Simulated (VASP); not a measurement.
Crystal: Na3TlTe2.

```xyz
6
Lattice="3.3242 1.9192 4.7125 -3.3242 1.9192 4.7125 0.0000 -3.8384 4.7125" Properties=species:S:1:pos:R:3 pbc="T T T"
Na   -1.9145    1.1054    6.8925
Na    0.0000   -2.2107    6.8925
Na    1.9145    1.1054    6.8925
Tl    0.0000    0.0000   10.1710
Te    0.0000    0.0000   12.4558
Te    0.0000    0.0000    7.5256
```

The cell was built from a structure type or drawn by symmetry, and may not be a known phase.

* Program: VASP 6.6.1
* Task: relaxation of cell and atoms
* Functional: PBE
* Potentials or basis: VASP PAW PBE potentials, release 64 (Na_pv, Tl_d, Te)
* Cutoff: 600 eV
* k mesh: 3 × 3 × 3
* Occupations: gaussian, width 0.1 eV
* Spin: no spin polarisation

At the start: pressure 20.2 GPa; volume 30.06 Å³/atom.

Problem. How do energy, volume and symmetry change on relaxing?

Solution. Over 63 steps the energy falls by 1504.7 meV/atom and the volume is 34.89 Å³/atom (+16.0 %); space group R3m (No. 160, to 0.1 Å) before and after.

The path:
```csv
step,energy change (eV),largest force (eV/Å),pressure (GPa),volume (Å³)
1,0.0000,9.1650,20.20,180.39
3,-5.2199,2.0184,2.44,251.74
5,-5.2891,2.0054,1.18,272.48
7,-5.7098,0.4886,-0.37,299.88
9,-6.1089,0.3587,-0.89,320.53
11,-6.4172,0.9467,-0.51,316.34
13,-6.4939,1.6006,-0.11,313.01
15,-7.4261,1.5674,0.62,294.15
17,-6.9052,3.1797,2.12,283.75
19,-7.0846,3.0731,2.06,283.92
21,-7.3883,2.4236,2.18,283.77
23,-7.8306,1.1389,0.90,296.30
25,-8.0287,0.2246,-0.29,313.46
27,-8.0520,0.2103,0.09,299.80
29,-8.0806,0.2071,0.00,296.70
31,-8.2243,0.3240,-0.40,282.96
33,-6.7980,3.9467,4.50,231.70
35,-8.4038,1.6389,0.13,247.34
37,-8.5131,0.9904,-0.55,255.31
39,-8.5177,0.9304,-0.58,255.88
41,-8.5389,1.0521,-0.41,250.73
43,-8.5884,0.8494,-0.48,248.75
45,-8.7256,0.5303,-0.68,239.92
47,-8.7550,0.5638,-0.69,232.46
49,-8.9106,0.4526,0.48,210.58
51,-8.9787,0.2527,0.61,204.55
53,-9.0001,0.2357,0.35,204.49
55,-9.0144,0.1781,-0.17,210.77
57,-9.0188,0.0695,0.03,210.03
59,-9.0248,0.0828,-0.06,210.38
61,-9.0272,0.0563,0.01,209.31
63,-9.0279,0.0359,-0.04,209.34
```

Final structure:
```
Na Tl Te
1.0
     3.87398    2.23664    4.02659
    -3.87398    2.23664    4.02659
     0.00000   -4.47328    4.02659
Na Tl Te
3 1 2
Direct
  0.32996 0.87147 0.32996
  0.32996 0.32996 0.87147
  0.87147 0.32996 0.32996
  0.72741 0.72741 0.72741
  0.97150 0.97150 0.97150
  0.36508 0.36508 0.36508
```

Caveat: the volume moved by over 15 % at a fixed basis, so the end points are rough.
